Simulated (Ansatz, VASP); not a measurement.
## Two plane-wave programs on ZrH5

```
Zr H
1.0
     3.48937    0.00000    0.00000
     0.00000    3.48937    0.00000
     0.00000    0.00000    3.32242
Zr H
1 5
Direct
  0.50000 0.50000 0.00000
  0.27661 0.00000 0.75478
  0.72339 0.00000 0.75478
  0.00000 0.72339 0.24522
  0.00000 0.27661 0.24522
  0.00000 0.00000 0.50000
```

Alike in both runs: functional PBE; k mesh 5 × 5 × 4; occupations gaussian, width 0.2 eV; no spin polarisation.

Ansatz relaxed the structure, and its values are those at the end. VASP's run is a single point on that final structure, the one shown.

|  | VASP | Ansatz |
| --- | --- | --- |
| version | VASP 6.6.1 | Ansatz 0.2.0 |
| potentials or method | VASP PAW PBE potentials, release 64 (Zr_sv, H), cutoff 500 eV | scalar-relativistic, plane waves, PAW |
| valence electrons in the cell | 17 | 17 |

|  | VASP | Ansatz | Ansatz less VASP |
| --- | --- | --- | --- |
| gap on the k mesh at the Fermi level (eV) | none | none | - |
| pressure (GPa) | -0.5 | -0.3 | +0.19 |
| rms of the force components (eV/Å) | 0.003 | 0.003 | +0.0003 |

A gap of «none» marks a metal or a gap that the smearing closes.

The k mesh is coarse, so the values compare programs but aren't converged.
